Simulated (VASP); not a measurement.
Runs of VASP 6.6.1 on Cd3Ga2O. The structure is that of space group P4/mmm (No. 123), or close to it. The cells are those of the table. 

```csv
task,spin,cell,k mesh,cutoff (eV),gap on the mesh (eV),pressure (GPa),moment (μB),largest force (eV/Å)
single point,off,"a = 4.189, b = 4.189, c = 7.491 Å, 6 atoms",4 × 4 × 2,520,none,41.9,-,6.13
single point,"collinear, ferromagnetic start","a = 4.189, b = 4.189, c = 7.491 Å, 6 atoms",4 × 4 × 2,520,none,41.9,(a),6.13
single point,off,"a = 5.051, b = 5.051, c = 8.321 Å, 6 atoms",4 × 4 × 2,520,none,0.1,-,-
relaxation of cell and atoms,off,"relaxed from a = 4.189, b = 4.189, c = 7.491 Å, 6 atoms",4 × 4 × 2,600,none,0.0,-,0.01
single point,off,"a = 5.016, b = 5.016, c = 8.365 Å, 6 atoms",8 × 8 × 6,520,none,0.1,-,0.01
single point,"collinear, ferromagnetic start","a = 5.051, b = 5.051, c = 8.321 Å, 6 atoms",4 × 4 × 2,520,none,0.1,0.01,-
```

Alike in all rows: level PBE; potentials or basis VASP PAW PBE potentials, release 64 (Cd, Ga_d, O); smearing gaussian 0.1 eV.

Estimate the missing entries.

(a) 0.00.

Caveats: some runs use coarse meshes; forces of over 1 eV/Å act on the atoms, so gaps and moduli don't describe the material at rest (some runs).

A k mesh can miss the band edges, and the runs leave out spin-orbit coupling on Cd, Ga.

A gap of «none» marks levels without a gap at the run's occupations.
